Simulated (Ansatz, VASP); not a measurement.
**MgTeF6: VASP beside Ansatz**

```
CELL_PARAMETERS angstrom
4.53171 0.00000 0.00000
0.00000 4.53171 0.00000
0.00000 0.00000 4.53171
ATOMIC_POSITIONS crystal
Mg 0.00000 0.00000 0.00000
Te 0.50000 0.50000 0.50000
F 0.50000 0.00000 0.00000
F 0.00000 0.50000 0.00000
F 0.00000 0.00000 0.50000
F 0.00000 0.50000 0.50000
F 0.50000 0.00000 0.50000
F 0.50000 0.50000 0.00000
```

Alike in both runs: functional PBE; k mesh 8 × 8 × 8; occupations gaussian, width 0.02 eV; no spin polarisation.

Ansatz relaxed the structure, and its values are those at the end. VASP's run is a single point on that final structure, the one shown.

|  | VASP | Ansatz |
| --- | --- | --- |
| version | VASP 6.6.1 | Ansatz 0.2.0 |
| potentials or method | VASP PAW PBE potentials, release 64 (Mg, Te, F), cutoff 520 eV | scalar-relativistic, plane waves, PAW |
| valence electrons in the cell | 50 | 68 |

|  | VASP | Ansatz | Ansatz less VASP |
| --- | --- | --- | --- |
| gap on the k mesh at the Fermi level (eV) | 0.32 | 0.36 | +0.035 |
| least direct gap on the mesh (eV) | 0.56 | 0.60 | +0.034 |
| pressure (GPa) | -0.8 | 0.0 | +0.79 |

VASP's potentials hold 50 valence electrons a cell and Ansatz's 68, so a difference there can come from the potentials and not from the codes.

Neither program's run includes spin-orbit coupling.
